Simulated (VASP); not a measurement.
# GaN: G0W0 quasiparticle levels with PBE

Crystal: GaN.

```
CELL_PARAMETERS angstrom
0.00000 2.26750 2.26750
2.26750 0.00000 2.26750
2.26750 2.26750 0.00000
ATOMIC_POSITIONS crystal
Ga 0.00000 0.00000 0.00000
N 0.25000 0.25000 0.25000
```

```
Program                         : VASP 6.6.1
Task                            : G0W0 quasiparticle levels
Functional                      : PBE
Potentials or basis             : VASP PAW PBE potentials, release 64 (Ga_d_GW, N_GW)
Cutoff                          : 500 eV
k mesh                          : 2 × 2 × 2
Occupations                     : gaussian, width 0.01 eV
Spin                            : no spin polarisation
Dipole correction               : no
GW scheme                       : G0W0
GW iterations                   : 1
Cutoff of the response function : 200
Frequency points                : 48
Empty bands                     : 447
Further INCAR settings          : ALGO = EVGW0; EDIFF = 1e-08; NBANDS = 456
```

The band gap on the k mesh, mean-field level is 1.36 eV, direct, the quasiparticle gap is 2.15 eV and the least direct quasiparticle gap is 2.15 eV.

Levels at points of the mesh, in eV from the valence-band top:
```
           k point  band 7  band 8  band 9  band 10  band 11  band 12
(0.00, 0.00, 0.00)    0.00    0.00    0.00     1.36     9.61     9.61
(0.50, 0.00, 0.00)   -7.26   -1.00   -1.00     4.13     8.52     9.71
(0.50, 0.50, 0.00)   -6.39   -2.79   -2.79     2.86     6.12    11.50
```

Run time: 21 s on 1 thread of AMD EPYC 9R45 96-Core Processor (Zen 5), on a shared host, peak memory 0.17 GiB.

Caveat: the k points lie up to 1.20 Å⁻¹ apart; bands, screening cutoff and mesh are small and nothing is extrapolated, so the quasiparticle values aren't converged.
